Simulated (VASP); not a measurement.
Runs of VASP 6.6.1 on GaN. The structure is that of space group F-43m (No. 216), or close to it. The cells are those of the table. 

```tsv
task	cell	gap on the mesh (eV)	pressure (GPa)
single point	a = 3.149 Å, angles 60.0°, 2 atoms	1.91	5.6
single point	a = 3.159 Å, angles 60.0°, 2 atoms	(b)	(a)
single point	a = 3.170 Å, angles 60.0°, 2 atoms	1.79	1.6
relaxation of cell and atoms	relaxed to 4 GPa from a = 3.187 Å, angles 60.0°, 2 atoms	(c)	4.0
relaxation of cell and atoms	relaxed to 8 GPa from a = 3.187 Å, angles 60.0°, 2 atoms	1.98	8.0
```

Alike in all rows: level PBEsol; potentials or basis VASP PAW PBE potentials, release 64 (Ga_d, N); no spin polarisation; k mesh 8 × 8 × 8; cutoff (eV) 600; smearing gaussian 0.01 eV.

**Question.** Estimate the missing entries.

**Answer.** (a) 3.5; (b) 1.85; (c) 1.86.

Caveats: the PAW data sets were made with another functional, which shifts forces and pressure a little; the cell stands under pressure (at least some runs); the cell is relaxed towards a set pressure, so the run minimises the enthalpy, not the energy (at least some runs).

A k mesh can miss the band edges, and the runs leave out spin-orbit coupling on Ga.
